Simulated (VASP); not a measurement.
The system is Al2BiP.

```
P Al Bi
1.0
     3.93905    0.00000    0.00000
     0.00000    3.93905    0.00000
     0.00000    0.00000    5.93376
P Al Bi
1 2 1
Direct
  0.00000 0.00000 0.00000
  0.00000 0.50000 0.78487
  0.50000 0.00000 0.21513
  0.50000 0.50000 0.50000
```

This cell differs from its parent crystal: biaxial xy strain -5.4%.

Base run:

| Item | Value |
| --- | --- |
| Program | VASP 6.6.1 |
| Functional | r2SCAN |
| Potentials or basis | VASP PAW PBE potentials, release 64 (P, Al, Bi_d) |
| Cutoff | 520 eV |
| k mesh | 6 × 6 × 4 |
| Occupations | fermi-dirac, width 0.02 eV |
| Spin | no spin polarisation |

Its results: band gap on the k mesh zero (bands 13 and 14 overlap by 0.24 eV); pressure 8.5 GPa.

Task: The run is repeated on the same cell with these changes: functional from r2SCAN to PBE. What comes out?

Result: Band gap on the k mesh zero (bands 13 and 14 overlap by 0.46 eV); pressure 9.9 GPa.

Caveats: the cell stands under pressure; spin-orbit coupling is left out, which moves the levels of the heavy elements; the PAW data sets were made with another functional, which shifts forces and pressure a little (at least some runs).
